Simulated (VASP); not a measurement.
# SrO (Fm-3m) in VASP: notebook

Runs on SrO. Level: PBE. Tasks: single point.

Everything below comes from runs of VASP 6.6.1. Logs are shortened: lines on timing, memory, paths and dates and some standing lists are left out, and cuts for length are marked.

## (1) The cell of the first run

Symmetry: Fm-3m, No. 225, cubic system. The conventional cell has a = 5.028 Å, b = 5.028 Å, c = 5.028 Å, α = 90.00°, β = 90.00°, γ = 90.00°. Sr (site symmetry m-3m) has 6 O at 2.51 Å within 3.3 Å. Within 3.3 Å of O (site symmetry m-3m) lie 6 Sr at 2.51 Å.

## (2) Single point, PBE

Input file INCAR:

```
  ALGO = Normal
  EDIFF = 1E-7
  ENCUT = 520
  GGA = PE
  ISIF = 2
  ISMEAR = 0
  LASPH = T
  LCHARG = F
  LREAL = F
  LWAVE = F
  NBANDS = 15
  NELM = 100
  PREC = Accurate
  SIGMA = 0.02
```

Input file KPOINTS:

```
k-points
0
Gamma
  14 14 14
```

Input file POSCAR:

```
SrO
1.0
    0.0000000000      2.5139118308      2.5139118308
    2.5139118308      0.0000000000      2.5139118308
    2.5139118308      2.5139118308      0.0000000000
Sr O
1 1
Direct
    0.5000000000      0.5000000000      0.5000000000
    0.0000000000      0.0000000000      0.0000000000
```

Potentials or basis: VASP PAW PBE potentials, release 64 (Sr_sv, O).

Command:

```bash
> cat potpaw_PBE.64/Sr_sv/POTCAR potpaw_PBE.64/O/POTCAR > POTCAR
> mpirun -np 1 vasp_std > vasp.out
```

OUTCAR:

```text
EDIFF = 1E-7
   ENCUT = 520
   GGA = PE
   ISIF = 2
   ISMEAR = 0
   LASPH = T
   LREAL = F
   NELM = 100
   PREC = Accurate

 ion  position               nearest neighbor table
   1  0.500  0.500  0.500-   2 2.51   2 2.51   2 2.51   2 2.51   2 2.51   2 2.51
   2  0.000  0.000  0.000-   1 2.51   1 2.51   1 2.51   1 2.51   1 2.51   1 2.51

  LATTYP: Found a face centered cubic cell.
 ALAT       =     5.0278236616

  Lattice vectors:

 A1 = (   0.0000000000,   2.5139118308,   2.5139118308)
 A2 = (   2.5139118308,   0.0000000000,   2.5139118308)
 A3 = (   2.5139118308,   2.5139118308,   0.0000000000)

Analysis of symmetry for initial positions (statically):
=====================================================================
 Subroutine PRICEL returns:
 Original cell was already a primitive cell.

 Routine SETGRP: Setting up the symmetry group for a
 face centered cubic supercell.

 Subroutine GETGRP returns: Found 48 space group operations
 (whereof 48 operations were pure point group operations)
 out of a pool of 48 trial point group operations.

The static configuration has the point symmetry O_h .

Analysis of symmetry for dynamics (positions and initial velocities):
=====================================================================
 Subroutine PRICEL returns:
 Original cell was already a primitive cell.

 Routine SETGRP: Setting up the symmetry group for a
 face centered cubic supercell.

 Subroutine GETGRP returns: Found 48 space group operations
 (whereof 48 operations were pure point group operations)
 out of a pool of 48 trial point group operations.

The dynamic configuration has the point symmetry O_h .

 Subroutine INISYM returns: Found 48 space group operations
 (whereof 48 operations are pure point group operations),
 and found     1 'primitive' translations

----------------------------------------------------------------------------------------

                                     Primitive cell

  volume of cell :      31.7746

  direct lattice vectors                    reciprocal lattice vectors
     0.000000000  2.513911831  2.513911831    -0.198893213  0.198893213  0.198893213
     2.513911831  0.000000000  2.513911831     0.198893213 -0.198893213  0.198893213
     2.513911831  2.513911831  0.000000000     0.198893213  0.198893213 -0.198893213

  length of vectors
     3.555208206  3.555208206  3.555208206     0.344493149  0.344493149  0.344493149

  position of ions in fractional coordinates (direct lattice)
     0.500000000  0.500000000  0.500000000
     0.000000000  0.000000000  0.000000000

  ion indices of the primitive-cell ions
   primitive index   ion index
                 1           1
                 2           2

----------------------------------------------------------------------------------------

 KPOINTS: k-points

Automatic generation of k-mesh.
 Grid dimensions read from file:
 generate k-points for:   14   14   14

 Generating k-lattice:

  Cartesian coordinates                     Fractional coordinates (reciprocal lattice)
    -0.014206658  0.014206658  0.014206658     0.071428571  0.000000000  0.000000000
     0.014206658 -0.014206658  0.014206658     0.000000000  0.071428571  0.000000000
     0.014206658  0.014206658 -0.014206658     0.000000000  0.000000000  0.071428571

  Length of vectors
     0.024606654  0.024606654  0.024606654

  Shift w.r.t. Gamma in fractional coordinates (k-lattice)
     0.000000000  0.000000000  0.000000000

 Subroutine IBZKPT returns following result:
 ===========================================

 Found    104 irreducible k-points:

 Following reciprocal coordinates:
            Coordinates               Weight
  0.000000  0.000000  0.000000      1.000000
  0.071429  0.000000  0.000000      8.000000
  0.142857  0.000000  0.000000      8.000000
  0.214286  0.000000  0.000000      8.000000
  0.285714  0.000000  0.000000      8.000000
  0.357143  0.000000  0.000000      8.000000
[... 16 lines left out ...]
  0.214286  0.142857  0.000000     24.000000
  0.285714  0.142857  0.000000     24.000000
 [... further k-points ...]
   k-points           NKPTS =    104   k-points in BZ     NKDIM =    104   number of bands    NBANDS=     15
   number of dos      NEDOS =    301   number of ions     NIONS =      2
   total plane-waves  NPLWV =  21952
   dimension x,y,z NGX =    28 NGY =   28 NGZ =   28
   dimension x,y,z NGXF=    56 NGYF=   56 NGZF=   56
   ions per type =               1   1
   NGX,Y,Z   is equivalent  to a cutoff of  13.09, 13.09, 13.09 a.u.
   NGXF,Y,Z  is equivalent  to a cutoff of  26.19, 26.19, 26.19 a.u.
 SYSTEM =  unknown system
   PREC   = accura    normal or accurate (medium, high low for compatibility)
   ISTART =      0    job   : 0-new  1-cont  2-samecut
   ICHARG =      2    charge: 1-file 2-atom 10-const
   ISPIN  =      1    spin polarized calculation?
   LNONCOLLINEAR =      F non collinear calculations
   LSORBIT =      F    spin-orbit coupling
   LASPH  =      T    aspherical Exc in radial PAW
   ENCUT  =  520.0 eV  38.22 Ry    6.18 a.u.   6.61  6.61  6.61*2*pi/ulx,y,z
   NELM   =    100;   NELMIN=  2; NELMDL= -5     # of ELM steps
   EDIFF  = 0.1E-06   stopping-criterion for ELM
   LREAL  =      F    real-space projection
   EDIFFG = 0.1E-05   stopping-criterion for IOM
   NSW    =      0    number of steps for IOM
   IBRION =     -1    ionic relax: 0-MD 1-quasi-New 2-CG
   NFREE  =      0    steps in history (QN), initial steepest desc. (CG)
   ISIF   =      2    stress and relaxation
   ISYM   =      2    0-nonsym 1-usesym 2-fastsym
   POTIM  = 0.5000    time-step for ionic-motion
   TEBEG  =    0.0;   TEEND  =   0.0 temperature during run
   PSTRESS=    0.0 pullay stress
   NELECT =      16.0000    total number of electrons
   NUPDOWN=      -1.0000    fix difference up-down
   EMIN   =  10.00;   EMAX   =-10.00  energy-range for DOS
   EFERMI =   0.00;   METHOD = LEGACY
   ISMEAR =     0;   SIGMA  =   0.02  broadening in eV -4-tet -1-fermi 0-gaus
   EFERMI_NEDOS =   21; number of points for ismear=-14 and -15
   IALGO  =     38    algorithm
   IMIX   =      4    mixing-type and parameters
     AMIX     =   0.40;   BMIX     =  1.00
     AMIX_MAG =   1.60;   BMIX_MAG =  1.00
  volume/ion in A,a.u.               =      15.89       107.21
  Fermi-wavevector in a.u.,A,eV,Ry     =   1.302431  2.461238 23.079930  1.696327
  Thomas-Fermi vector in A             =   2.433500
   LORBIT       =      0    0 simple, 1 ext, 2 COOP (PROOUT), +10 PAW based schemes
   GGA     = PE    functional components
   LHFCALC =     F    Hartree Fock is set to
   AEXX    =    0.0000 exact exchange contribution
   IVDW    =     0    specifies the selected vdW correction
   LEPSILON=     F    determine dielectric tensor
   LRPA    =     F    only Hartree local field effects (RPA)
 non-spin polarized calculation
 Gauss-broadening in eV      SIGMA  =   0.02
  energy-cutoff  :      520.00
  volume of cell :       31.77
 maximum number of plane-waves:       881
   NGX = 13   NGY = 13   NGZ = 13

 number of electron      15.9999998 magnetization

 Free energy of the ion-electron system (eV)
  ---------------------------------------------------
  ext. energy  EPLUGINS =         0.00000000
  ---------------------------------------------------
  free energy    TOTEN  =       -11.94269978 eV

  energy without entropy =      -11.94269978  energy(sigma->0) =      -11.94269978

 E-fermi :   2.1063     XC(G=0): -10.3494

 val. band max:        1.9960658220   @ k =   0.0000   0.0000   0.0000
 cond. band min:       5.2099171957   @ k =   0.5000   0.5000   0.0000
 fundamental gap:      3.2138513737
 Fermi energy:         2.1062672271

 k-point     1 :       0.0000    0.0000    0.0000
  band No.  band energies     occupation
      1     -30.1706      2.00000
      2     -13.1794      2.00000
      3     -11.7278      2.00000
      4     -11.7278      2.00000
      5     -11.7278      2.00000
      6       1.9961      2.00000
      7       1.9961      2.00000
      8       1.9961      2.00000
      9       6.4824      0.00000
     10       8.3483      0.00000
     11       8.3483      0.00000
     12       8.3483      0.00000
     13      10.6720      0.00000
     14      10.6720      0.00000
     15      15.0366      0.00000

 k-point     2 :       0.0714    0.0000    0.0000
  band No.  band energies     occupation
      1     -30.1616      2.00000
      2     -13.3212      2.00000
      3     -11.7326      2.00000
      4     -11.7326      2.00000
      5     -11.6074      2.00000
      6       1.8258      2.00000
      7       1.9184      2.00000
      8       1.9184      2.00000
      9       6.7356      0.00000
     10       8.2845      0.00000
     11       8.4576      0.00000
     12       8.4576      0.00000
     13      10.8264      0.00000
     14      10.8264      0.00000
     15      15.4072      0.00000

 k-point     3 :       0.1429    0.0000    0.0000
  band No.  band energies     occupation
      1     -30.1362      2.00000
      2     -13.6408      2.00000
      3     -11.7460      2.00000
      4     -11.7460      2.00000
      5     -11.3476      2.00000
      6       1.4085      2.00000
      7       1.7114      2.00000
      8       1.7114      2.00000
      9       7.3952      0.00000
     10       8.1748      0.00000
     11       8.7764      0.00000
     12       8.7764      0.00000
     13      11.2585      0.00000
     14      11.2585      0.00000
     15      16.3966      0.00000

 k-point     4 :       0.2143    0.0000    0.0000
  band No.  band energies     occupation
      1     -30.0993      2.00000
      2     -14.0043      2.00000
      3     -11.7651      2.00000
      4     -11.7651      2.00000
      5     -11.0705      2.00000
      6       0.9023      2.00000
      7       1.4359      2.00000
      8       1.4359      2.00000
      9       8.1250      0.00000
     10       8.3109      0.00000
     11       9.2759      0.00000
     12       9.2759      0.00000
     13      11.8929      0.00000
     14      11.8929      0.00000
     15      17.6965      0.00000
[... 307 lines left out ...]
 k-point    22 :       0.1429    0.1429    0.0000
  band No.  band energies     occupation
      1     -30.1251      2.00000
      2     -13.6664      2.00000
      3     -11.8151      2.00000
      4     -11.8151      2.00000
      5     -11.2695      2.00000
      6       1.0180      2.00000
      7       1.9120      2.00000
      8       1.9120      2.00000
      9       7.4270      0.00000
     10       7.4411      0.00000
     11       9.2661      0.00000
     12       9.2661      0.00000
     13      10.9683      0.00000
     14      11.8328      0.00000
     15      16.7913      0.00000

 k-point    23 :       0.2143    0.1429    0.0000
  band No.  band energies     occupation
      1     -30.0978      2.00000
      2     -13.8617      2.00000
      3     -11.8545      2.00000
      4     -11.8429      2.00000
      5     -11.1518      2.00000
      6       0.7437      2.00000
      7       1.7787      2.00000
      8       1.8198      2.00000
      9       7.1957      0.00000
     10       7.9289      0.00000
     11       9.7150      0.00000
     12       9.7669      0.00000
     13      11.2594      0.00000
     14      12.3467      0.00000
     15      17.7762      0.00000

 k-point    24 :       0.2857    0.1429    0.0000
  band No.  band energies     occupation
      1     -30.0620      2.00000
      2     -14.1082      2.00000
      3     -11.8867      2.00000
      4     -11.8641      2.00000
      5     -11.0324      2.00000
      6       0.5223      2.00000
      7       1.4951      2.00000
      8       1.6249      2.00000
      9       7.1974      0.00000
     10       8.6570      0.00000
     11      10.2154      0.00000
     12      10.3626      0.00000
     13      11.8240      0.00000
     14      12.8924      0.00000
     15      18.8907      0.00000

 [... further k-points ...]
[... 5 lines left out ...]
  --------------------------------------------------------------------------------------
  -------------------------------------------------------------------------------------
  Total        2.2084263      2.2084263      2.2084263      0.0000000      0.0000000     -0.0000000
  in kB      111.3559380    111.3559380    111.3559380      0.0000000      0.0000000     -0.0000000
  external PRESSURE =     111.3559380 kB  Pullay stress =       0.0000000 kB

 VOLUME and BASIS-vectors are now :
 -----------------------------------------------------------------------------
  energy-cutoff  :      520.00
  volume of cell :       31.77
      direct lattice vectors                 reciprocal lattice vectors
     0.000000000  2.513911831  2.513911831    -0.198893213  0.198893213  0.198893213
     2.513911831  0.000000000  2.513911831     0.198893213 -0.198893213  0.198893213
     2.513911831  2.513911831  0.000000000     0.198893213  0.198893213 -0.198893213

 POSITION                                       TOTAL-FORCE (eV/Angst)
 -----------------------------------------------------------------------------------
      2.51391      2.51391      2.51391         0.000000     -0.000000     -0.000000
      0.00000      0.00000      0.00000        -0.000000      0.000000      0.000000
 -----------------------------------------------------------------------------------
    total drift:                                0.000000      0.000000      0.000000

  FREE ENERGIE OF THE ION-ELECTRON SYSTEM (eV)
  ---------------------------------------------------
  free  energy   TOTEN  =       -11.9426997814 eV

  energy  without entropy=      -11.9426997814  energy(sigma->0) =      -11.94269978
```

Run time: 23 s. Hardware: 1 thread of Intel Xeon 6975P-C (Granite Rapids), shared host; peak memory 0.19 GiB.

Results:

* Free energy: -11.9427 eV
* Pressure: 11.1 GPa
* Band gap on the k mesh: 3.21 eV, indirect (least direct gap 3.25 eV)

Levels at points of the mesh, in eV from the valence-band top:
```
           k point  band 4  band 5  band 6  band 7  band 8  band 9  band 10  band 11  band 12  band 13
(0.00, 0.00, 0.00)  -13.72  -13.72    0.00    0.00    0.00    4.49     6.35     6.35     6.35     8.68
(0.50, 0.00, 0.00)  -13.82  -12.50   -2.30   -1.28   -1.28    6.85     9.01     9.24     9.24    12.58
(0.50, 0.50, 0.00)  -14.18  -14.18   -0.30   -0.04   -0.04    3.21     8.33    10.62    11.00    11.65
```

A k mesh can miss the band edges. Expect the measured gap to be larger: semilocal functionals such as PBE lack the derivative discontinuity.

## (3) Single point, PBE

This run uses another cell than the first one, of 16.39 Å³/atom, 1.032 times its volume.

Input file INCAR:

```
SYSTEM = SrO
ALGO     = Normal         ! electronic algorithm
EDIFF    = 1E-6           ! SCF threshold, eV
ENCUT    = 520            ! plane-wave cutoff, eV
GGA      = PE             ! functional
ISIF     = 2              ! what is computed and relaxed
ISMEAR   = 0              ! smearing method
LASPH    = .True.         ! aspherical terms in the spheres
LCHARG   = .True.         ! write CHGCAR
LELF     = .True.         ! ELF
LREAL    = .False.        ! projectors in reciprocal space
LVHAR    = .True.       
LWAVE    = .False.        ! write WAVECAR
NBANDS   = 15             ! bands
NELM     = 60             ! most SCF steps
PREC     = Accurate       ! precision mode
SIGMA    = 0.02           ! smearing width, eV
```

Input file KPOINTS:

```
k-points
0
Gamma
  14 14 14
  0 0 0
```

Input file POSCAR:

```
SrO
1.0
    0.0000000000      2.5403760054      2.5403760054
    2.5403760054      0.0000000000      2.5403760054
    2.5403760054      2.5403760054      0.0000000000
Sr O
1 1
Direct
    0.5000000000      0.5000000000      0.5000000000
    0.0000000000      0.0000000000      0.0000000000
```

Potentials or basis: VASP PAW PBE potentials, release 64 (Sr_sv, O).

Command:

```bash
> cat potpaw_PBE.64/Sr_sv/POTCAR potpaw_PBE.64/O/POTCAR > POTCAR
> mpirun -np 1 vasp_std > vasp.out
```

Wall time 20 s (1 thread of Intel Xeon 6975P-C (Granite Rapids), shared host); peak memory 0.19 GiB.

It converged, with:

* Free energy: -12.0013 eV
* Pressure: 7.2 GPa
* Band gap on the k mesh: 3.24 eV, indirect (least direct gap 3.30 eV)

Levels at points of the mesh, in eV from the valence-band top:
| k point | band 6 | band 7 | band 8 | band 9 | band 10 | band 11 |
| --- | --- | --- | --- | --- | --- | --- |
| (0.00, 0.00, 0.00) | 0.00 | 0.00 | 0.00 | 4.25 | 6.29 | 6.29 |
| (0.50, 0.00, 0.00) | -2.24 | -1.21 | -1.21 | 6.71 | 8.75 | 9.06 |
| (0.50, 0.50, 0.00) | -0.37 | -0.06 | -0.06 | 3.24 | 8.08 | 10.41 |

## (4) Single point, PBE

This run uses another cell than the first one, of 16.90 Å³/atom, 1.064 times its volume.

Input file INCAR:

```
SYSTEM = SrO
PREC     = Accurate       ! precision mode
ENCUT    = 520            ! plane-wave cutoff, eV
EDIFF    = 1E-7           ! SCF threshold, eV
ISMEAR   = 0              ! smearing method
SIGMA    = 0.02           ! smearing width, eV
LREAL    = .False.        ! projectors in reciprocal space
LASPH    = .True.         ! aspherical terms in the spheres
NELM     = 60             ! most SCF steps
ALGO     = Normal         ! electronic algorithm
ISIF     = 2              ! what is computed and relaxed
LWAVE    = .False.        ! write WAVECAR
LCHARG   = .False.        ! write CHGCAR
GGA      = PE             ! functional
NBANDS   = 15             ! bands
```

Input file KPOINTS:

```
Automatic mesh
0
Gamma
  14 14 14
  0 0 0
```

Input file POSCAR:

```
SrO
1.0
    0.0000000000      2.5663000000      2.5663000000
    2.5663000000      0.0000000000      2.5663000000
    2.5663000000      2.5663000000      0.0000000000
Sr O
1 1
Direct
    0.5000000000      0.5000000000      0.5000000000
    0.0000000000      0.0000000000      0.0000000000
```

Command:

```bash
> cat potpaw_PBE.64/Sr_sv/POTCAR potpaw_PBE.64/O/POTCAR > POTCAR
> mpirun -np 1 vasp_std > vasp.out
```

It took 22 s on 1 thread of Intel Xeon 6975P-C (Granite Rapids), shared host; peak memory 0.19 GiB.

Results (log left out):

```
Free energy            : -12.0370 eV
Pressure               : 3.9 GPa
Band gap on the k mesh : 3.26 eV, indirect (least direct gap 3.35 eV)
```

Levels at points of the mesh, in eV from the valence-band top:
| k point | band 5 | band 6 | band 7 | band 8 | band 9 | band 10 | band 11 | band 12 |
| --- | --- | --- | --- | --- | --- | --- | --- | --- |
| (0.00, 0.00, 0.00) | -14.00 | 0.00 | 0.00 | 0.00 | 4.02 | 6.22 | 6.22 | 6.22 |
| (0.50, 0.00, 0.00) | -12.81 | -2.18 | -1.15 | -1.15 | 6.58 | 8.50 | 8.88 | 8.88 |
| (0.50, 0.50, 0.00) | -14.37 | -0.42 | -0.08 | -0.08 | 3.26 | 7.85 | 10.21 | 10.43 |

A k mesh can miss the band edges. As with any semilocal functional, this PBE gap is likely too small.

## (5) Overview

```tsv
cell	gap on the mesh (eV)	pressure (GPa)
a = 3.555 Å, angles 60.0°, 2 atoms	3.21	11.1
a = 3.593 Å, angles 60.0°, 2 atoms	3.24	7.2
a = 3.629 Å, angles 60.0°, 2 atoms	3.26	3.9
```

Alike in all rows: task single point; level PBE; potentials or basis VASP PAW PBE potentials, release 64 (Sr_sv, O); no spin polarisation; k mesh 14 × 14 × 14; cutoff (eV) 520; smearing gaussian 0.02 eV.

Absolute energies hang on the potentials; compare differences alone.
